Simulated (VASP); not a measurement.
# CsH (Pm-3m) in VASP: a series of runs, part 2 of 2

VASP 6.6.1. The steps go on from the part before.

## (3) Single point, r2SCAN

Contents of POSCAR:

```
CsH
1.0
    3.8184085400      0.0000000000      0.0000000000
    0.0000000000      3.8184085400      0.0000000000
    0.0000000000      0.0000000000      3.8184085400
Cs H
1 1
Direct
    0.0000000000      0.0000000000      0.0000000000
    0.5000000000      0.5000000000      0.5000000000
```

Contents of INCAR.step1:

```
SYSTEM = CsH
PREC = Accurate ; ENCUT = 520
ISMEAR = 0 ; SIGMA = 0.01
LREAL = .FALSE. ; LASPH = .TRUE.
NELM = 100 ; NBANDS = 12
GGA = PE ; ALGO = Normal
EDIFF = 1E-4 ; LWAVE = .TRUE.
LCHARG = .FALSE.
```

Contents of INCAR.step2:

```
SYSTEM = CsH
PREC = Accurate ; ENCUT = 520
EDIFF = 1E-6 ; ISMEAR = 0
SIGMA = 0.01 ; LREAL = .FALSE.
LASPH = .TRUE. ; NELM = 100
ALGO = Normal ; ISIF = 2
LWAVE = .FALSE. ; LCHARG = .FALSE.
METAGGA = R2SCAN ; LMIXTAU = .TRUE.
NBANDS = 12 ; ISTART = 1
```

Contents of KPOINTS:

```
Automatic mesh
0
G
  6 6 6
  0 0 0
```

Potentials or basis: VASP PAW PBE potentials, release 64 (Cs_sv, H).

Started as:

```bash
$ cat potpaw_PBE.64/Cs_sv/POTCAR potpaw_PBE.64/H/POTCAR > POTCAR
$ cp INCAR.step1 INCAR
$ mpirun -np 1 vasp_std > vasp.out
$ cp INCAR.step2 INCAR
$ mpirun -np 1 vasp_std > vasp.out
```

OUTCAR:

```text
SYSTEM = CsH
   PREC = Accurate
   ENCUT = 520
   EDIFF = 1E-6
   ISMEAR = 0
   LREAL = .FALSE.
   LASPH = .TRUE.
   NELM = 100
   ISIF = 2
   METAGGA = R2SCAN
   ISTART = 1

 ion  position               nearest neighbor table
   1  0.000  0.000  0.000-
   2  0.500  0.500  0.500-

  LATTYP: Found a simple cubic cell.
 ALAT       =     3.8184085400

  Lattice vectors:

 A1 = (   3.8184085400,   0.0000000000,   0.0000000000)
 A2 = (   0.0000000000,   3.8184085400,   0.0000000000)
 A3 = (   0.0000000000,   0.0000000000,   3.8184085400)

Analysis of symmetry for initial positions (statically):
=====================================================================
 Subroutine PRICEL returns:
 Original cell was already a primitive cell.

 Routine SETGRP: Setting up the symmetry group for a
 simple cubic supercell.

 Subroutine GETGRP returns: Found 48 space group operations
 (whereof 48 operations were pure point group operations)
 out of a pool of 48 trial point group operations.

The static configuration has the point symmetry O_h .

Analysis of symmetry for dynamics (positions and initial velocities):
=====================================================================
 Subroutine PRICEL returns:
 Original cell was already a primitive cell.

 Routine SETGRP: Setting up the symmetry group for a
 simple cubic supercell.

 Subroutine GETGRP returns: Found 48 space group operations
 (whereof 48 operations were pure point group operations)
 out of a pool of 48 trial point group operations.

The dynamic configuration has the point symmetry O_h .

 Subroutine INISYM returns: Found 48 space group operations
 (whereof 48 operations are pure point group operations),
 and found     1 'primitive' translations

----------------------------------------------------------------------------------------

                                     Primitive cell

  volume of cell :      55.6733

  direct lattice vectors                    reciprocal lattice vectors
     3.818408540  0.000000000  0.000000000     0.261889211  0.000000000  0.000000000
     0.000000000  3.818408540  0.000000000     0.000000000  0.261889211  0.000000000
     0.000000000  0.000000000  3.818408540     0.000000000  0.000000000  0.261889211

  length of vectors
     3.818408540  3.818408540  3.818408540     0.261889211  0.261889211  0.261889211

  position of ions in fractional coordinates (direct lattice)
     0.000000000  0.000000000  0.000000000
     0.500000000  0.500000000  0.500000000

  ion indices of the primitive-cell ions
   primitive index   ion index
                 1           1
                 2           2

----------------------------------------------------------------------------------------

 KPOINTS: Automatic mesh

Automatic generation of k-mesh.
 Grid dimensions read from file:
 generate k-points for:    6    6    6

 Generating k-lattice:

  Cartesian coordinates                     Fractional coordinates (reciprocal lattice)
     0.043648202  0.000000000  0.000000000     0.166666667  0.000000000  0.000000000
     0.000000000  0.043648202  0.000000000     0.000000000  0.166666667  0.000000000
     0.000000000  0.000000000  0.043648202     0.000000000  0.000000000  0.166666667

  Length of vectors
     0.043648202  0.043648202  0.043648202

  Shift w.r.t. Gamma in fractional coordinates (k-lattice)
     0.000000000  0.000000000  0.000000000

 Subroutine IBZKPT returns following result:
 ===========================================

 Found     20 irreducible k-points:

 Following reciprocal coordinates:
            Coordinates               Weight
  0.000000  0.000000  0.000000      1.000000
  0.166667  0.000000  0.000000      6.000000
  0.333333  0.000000  0.000000      6.000000
  0.500000  0.000000  0.000000      3.000000
  0.166667  0.166667  0.000000     12.000000
  0.333333  0.166667  0.000000     24.000000
[... 12 lines left out ...]
  0.500000  0.500000  0.333333      6.000000
  0.500000  0.500000  0.500000      1.000000
   k-points           NKPTS =     20   k-points in BZ     NKDIM =     20   number of bands    NBANDS=     12
   number of dos      NEDOS =    301   number of ions     NIONS =      2
   total plane-waves  NPLWV =  21952
   dimension x,y,z NGX =    28 NGY =   28 NGZ =   28
   dimension x,y,z NGXF=    56 NGYF=   56 NGZF=   56
   ions per type =               1   1
   NGX,Y,Z   is equivalent  to a cutoff of  12.19, 12.19, 12.19 a.u.
   NGXF,Y,Z  is equivalent  to a cutoff of  24.38, 24.38, 24.38 a.u.
 SYSTEM =  CsH
   PREC   = accura    normal or accurate (medium, high low for compatibility)
   ISTART =      1    job   : 0-new  1-cont  2-samecut
   ICHARG =      0    charge: 1-file 2-atom 10-const
   ISPIN  =      1    spin polarized calculation?
   LNONCOLLINEAR =      F non collinear calculations
   LSORBIT =      F    spin-orbit coupling
   LASPH  =      T    aspherical Exc in radial PAW
   ENCUT  =  520.0 eV  38.22 Ry    6.18 a.u.   7.10  7.10  7.10*2*pi/ulx,y,z
   NELM   =    100;   NELMIN=  2; NELMDL=  0     # of ELM steps
   EDIFF  = 0.1E-05   stopping-criterion for ELM
   LREAL  =      F    real-space projection
   EDIFFG = 0.1E-04   stopping-criterion for IOM
   NSW    =      0    number of steps for IOM
   IBRION =     -1    ionic relax: 0-MD 1-quasi-New 2-CG
   NFREE  =      0    steps in history (QN), initial steepest desc. (CG)
   ISIF   =      2    stress and relaxation
   ISYM   =      2    0-nonsym 1-usesym 2-fastsym
   POTIM  = 0.5000    time-step for ionic-motion
   TEBEG  =    0.0;   TEEND  =   0.0 temperature during run
   PSTRESS=    0.0 pullay stress
   NELECT =      10.0000    total number of electrons
   NUPDOWN=      -1.0000    fix difference up-down
   EMIN   =  10.00;   EMAX   =-10.00  energy-range for DOS
   EFERMI =   0.00;   METHOD = LEGACY
   ISMEAR =     0;   SIGMA  =   0.01  broadening in eV -4-tet -1-fermi 0-gaus
   EFERMI_NEDOS =   21; number of points for ismear=-14 and -15
   IALGO  =     38    algorithm
   IMIX   =      4    mixing-type and parameters
     AMIX     =   0.40;   BMIX     =  1.00
     AMIX_MAG =   1.60;   BMIX_MAG =  1.00
  volume/ion in A,a.u.               =      27.84       187.85
  Fermi-wavevector in a.u.,A,eV,Ry     =   0.923689  1.745519 11.608509  0.853201
  Thomas-Fermi vector in A             =   2.049353
   LORBIT       =      0    0 simple, 1 ext, 2 COOP (PROOUT), +10 PAW based schemes
   METAGGA = R2SCAN    functional components
   LHFCALC =     F    Hartree Fock is set to
   AEXX    =    0.0000 exact exchange contribution
   IVDW    =     0    specifies the selected vdW correction
   LEPSILON=     F    determine dielectric tensor
   LRPA    =     F    only Hartree local field effects (RPA)
 non-spin polarized calculation
 Gauss-broadening in eV      SIGMA  =   0.01
  energy-cutoff  :      520.00
  volume of cell :       55.67
 maximum number of plane-waves:      1518
   NGX = 15   NGY = 15   NGZ = 15

 number of electron      10.0000000 magnetization

 Free energy of the ion-electron system (eV)
  ---------------------------------------------------
  ext. energy  EPLUGINS =         0.00000000
  ---------------------------------------------------
  free energy    TOTEN  =       -28.95669704 eV

  energy without entropy =      -28.95669704  energy(sigma->0) =      -28.95669704

 E-fermi :   0.5204     XC(G=0):  -8.2735

 val. band max:        0.4755883358   @ k =   0.5000   0.5000   0.5000
 cond. band min:       3.6264061573   @ k =   0.5000   0.5000   0.5000
 fundamental gap:      3.1508178215
 Fermi energy:         0.5204246886

 k-point     1 :       0.0000    0.0000    0.0000
  band No.  band energies     occupation
      1     -22.0090      2.00000
      2      -7.6985      2.00000
      3      -7.6985      2.00000
      4      -7.6985      2.00000
      5      -1.4231      2.00000
      6       4.2825      0.00000
      7       4.2825      0.00000
      8       8.4510      0.00000
      9      10.4506      0.00000
     10      10.4506      0.00000
     11      10.4506      0.00000
     12      11.5863      0.00000
[... 271 lines left out ...]
 k-point    20 :       0.5000    0.5000    0.5000
  band No.  band energies     occupation
      1     -21.5409      2.00000
      2      -8.6828      2.00000
      3      -8.6828      2.00000
      4      -8.6828      2.00000
      5       0.4756      2.00000
      6       3.6264      0.00000
      7       3.6264      0.00000
      8       3.6264      0.00000
      9      12.7208      0.00000
     10      12.7208      0.00000
     11      13.1659      0.00000
     12      13.1659      0.00000

------------------------ aborting loop because EDIFF is reached ----------------------------------------

  FORCE on cell =-STRESS in cart. coord.  units (eV):
  Direction    XX          YY          ZZ          XY          YZ          ZX
  --------------------------------------------------------------------------------------
  -------------------------------------------------------------------------------------
  Total        0.0031249      0.0031249      0.0031249      0.0000000     -0.0000000     -0.0000000
  in kB        0.0899285      0.0899285      0.0899285      0.0000000     -0.0000000     -0.0000000
  external PRESSURE =       0.0899285 kB  Pullay stress =       0.0000000 kB

 VOLUME and BASIS-vectors are now :
 -----------------------------------------------------------------------------
  energy-cutoff  :      520.00
  volume of cell :       55.67
      direct lattice vectors                 reciprocal lattice vectors
     3.818408540  0.000000000  0.000000000     0.261889211  0.000000000  0.000000000
     0.000000000  3.818408540  0.000000000     0.000000000  0.261889211  0.000000000
     0.000000000  0.000000000  3.818408540     0.000000000  0.000000000  0.261889211

 POSITION                                       TOTAL-FORCE (eV/Angst)
 -----------------------------------------------------------------------------------
      0.00000      0.00000      0.00000         0.000000      0.000000      0.000000
      1.90920      1.90920      1.90920         0.000000      0.000000      0.000000
 -----------------------------------------------------------------------------------
    total drift:                                0.000000      0.000000      0.000000

  FREE ENERGIE OF THE ION-ELECTRON SYSTEM (eV)
  ---------------------------------------------------
  free  energy   TOTEN  =       -28.9566970441 eV

  energy  without entropy=      -28.9566970441  energy(sigma->0) =      -28.95669704
```

Wall time 38 s (1 thread of Intel Xeon Platinum 8488C (Sapphire Rapids), shared host); peak memory 0.16 GiB.

What came out:

* Free energy: -28.9567 eV
* Pressure: 0.0 GPa
* Band gap on the k mesh: 3.15 eV

Caveat: the PAW data sets were made with another functional, which shifts forces and pressure a little; spin-orbit coupling is left out, which moves the levels of the heavy elements. A k mesh can miss the band edges.

## (4) Single point, r2SCAN

POSCAR is that of step 3.

Contents of INCAR.step1:

```
SYSTEM = CsH
PREC = Accurate
ENCUT = 520
ISMEAR = -1
SIGMA = 0.05
LREAL = .FALSE.
LASPH = .TRUE.
NELM = 100
NBANDS = 12
GGA = PE
ALGO = Normal
EDIFF = 1E-4
LWAVE = .TRUE.
LCHARG = .FALSE.
```

Contents of INCAR.step2:

```
SYSTEM = CsH
PREC = Accurate
ENCUT = 520
EDIFF = 1E-6
ISMEAR = -1
SIGMA = 0.05
LREAL = .FALSE.
LASPH = .TRUE.
NELM = 100
ALGO = Normal
ISIF = 2
LWAVE = .FALSE.
LCHARG = .TRUE.
METAGGA = R2SCAN
LMIXTAU = .TRUE.
LELF = .TRUE.
LVHAR = .TRUE.
NBANDS = 12
ISTART = 1
```

Contents of KPOINTS:

```
regular mesh
0
G
  10 10 10
  0 0 0
```

Started as:

```bash
$ cat potpaw_PBE.64/Cs_sv/POTCAR potpaw_PBE.64/H/POTCAR > POTCAR
$ cp INCAR.step1 INCAR
$ mpirun -np 1 vasp_std > vasp.out
$ cp INCAR.step2 INCAR
$ mpirun -np 1 vasp_std > vasp.out
```

It took 93 s on 1 thread of Intel Xeon Platinum 8488C (Sapphire Rapids), shared host; peak memory 0.18 GiB.

The run converged. Its results:

```yaml
Free_energy: -28.9567 eV
Pressure: 0.0 GPa
Band_gap_on_the_k_mesh: 3.15 eV
```

Levels at points of the mesh, in eV from the valence-band top:
```tsv
k point	band 2	band 3	band 4	band 5	band 6	band 7	band 8	band 9
(0.00, 0.00, 0.00)	-8.17	-8.17	-8.17	-1.90	3.81	3.81	7.98	9.98
(0.50, 0.00, 0.00)	-9.70	-8.02	-8.02	-0.25	3.21	4.60	6.60	6.60
(0.50, 0.50, 0.00)	-9.38	-9.38	-7.88	-1.23	4.99	6.85	7.42	7.42
(0.50, 0.50, 0.50)	-9.16	-9.16	-9.16	0.00	3.15	3.15	3.15	12.25
```

Caveat: the PAW data sets were made with another functional, which shifts forces and pressure a little; spin-orbit coupling is left out, which moves the levels of the heavy elements.

## (5) Relaxation of cell and atoms, r2SCAN

POSCAR is that of step 4.

Contents of INCAR.step1:

```
  ALGO = Normal
  EDIFF = 1E-4
  ENCUT = 600
  GGA = PE
  ISMEAR = -1
  LASPH = True
  LCHARG = False
  LREAL = False
  LWAVE = True
  NELM = 100
  PREC = Accurate
  SIGMA = 0.05
```

Contents of INCAR.step2:

```
  ALGO = Normal
  EDIFF = 1E-6
  EDIFFG = -0.002
  ENCUT = 600
  IBRION = 2
  ISIF = 3
  ISMEAR = -1
  ISTART = 1
  LASPH = True
  LCHARG = False
  LMIXTAU = True
  LREAL = False
  LWAVE = False
  METAGGA = R2SCAN
  NELM = 100
  NSW = 100
  PREC = Accurate
  SIGMA = 0.05
```

Contents of KPOINTS:

```
k-points
0
Gamma
  10 10 10
```

Started as:

```bash
$ cat potpaw_PBE.64/Cs_sv/POTCAR potpaw_PBE.64/H/POTCAR > POTCAR
$ cp INCAR.step1 INCAR
$ mpirun -np 1 vasp_std > vasp.out
$ cp INCAR.step2 INCAR
$ mpirun -np 1 vasp_std > vasp.out
```

Wall time 2.4 min (1 thread of Intel Xeon Platinum 8488C (Sapphire Rapids), shared host); peak memory 0.22 GiB.

It converged, with:

```yaml
Free_energy: -28.9567 eV
Relaxed_volume: 27.92 Å³/atom
Relaxed_cell: a = 3.822 Å, b = 3.822 Å, c = 3.822 Å, α = 90.00°, β = 90.00°, γ = 90.00°
Space_group_after_relaxing_to_0.1_Å: Pm-3m (No. 221)
Energy_gained_by_relaxing: 0.0 meV/atom
Ionic_steps: 3
Pressure_after_relaxing: 0.0 GPa
Band_gap_on_the_k_mesh: 3.15 eV
```

Final structure:
```
Cs H
1.0
     3.82222    0.00000    0.00000
     0.00000    3.82222    0.00000
     0.00000    0.00000    3.82222
Cs H
1 1
Direct
  0.00000 0.00000 0.00000
  0.50000 0.50000 0.50000
```

Levels at points of the mesh, in eV from the valence-band top:
| k point | band 2 | band 3 | band 4 | band 5 | band 6 | band 7 | band 8 | band 9 |
| --- | --- | --- | --- | --- | --- | --- | --- | --- |
| (0.00, 0.00, 0.00) | -8.18 | -8.18 | -8.18 | -1.90 | 3.81 | 3.81 | 7.95 | 9.96 |
| (0.50, 0.00, 0.00) | -9.69 | -8.03 | -8.03 | -0.25 | 3.20 | 4.60 | 6.59 | 6.59 |
| (0.50, 0.50, 0.00) | -9.38 | -9.38 | -7.89 | -1.22 | 4.99 | 6.83 | 7.40 | 7.40 |
| (0.50, 0.50, 0.50) | -9.16 | -9.16 | -9.16 | 0.00 | 3.15 | 3.15 | 3.15 | 12.22 |

Caveat: the PAW data sets were made with another functional, which shifts forces and pressure a little; spin-orbit coupling is left out, which moves the levels of the heavy elements. A k mesh can miss the band edges.

## (6) Overview

```tsv
task	cell	k mesh	cutoff (eV)	smearing	gap on the mesh (eV)	pressure (GPa)
single point	as given	6 × 6 × 6	520	gaussian 0.01 eV	3.15	0.0
single point	as given	10 × 10 × 10	520	fermi-dirac 0.05 eV	3.15	0.0
relaxation of cell and atoms	relaxed	10 × 10 × 10	600	fermi-dirac 0.05 eV	3.15	0.0
```

Alike in all rows: level r2SCAN; potentials or basis VASP PAW PBE potentials, release 64 (Cs_sv, H); no spin polarisation.

Caveats: the PAW data sets were made with another functional, which shifts forces and pressure a little; spin-orbit coupling is left out, which moves the levels of the heavy elements.

Absolute energies hang on the potentials; compare differences alone.
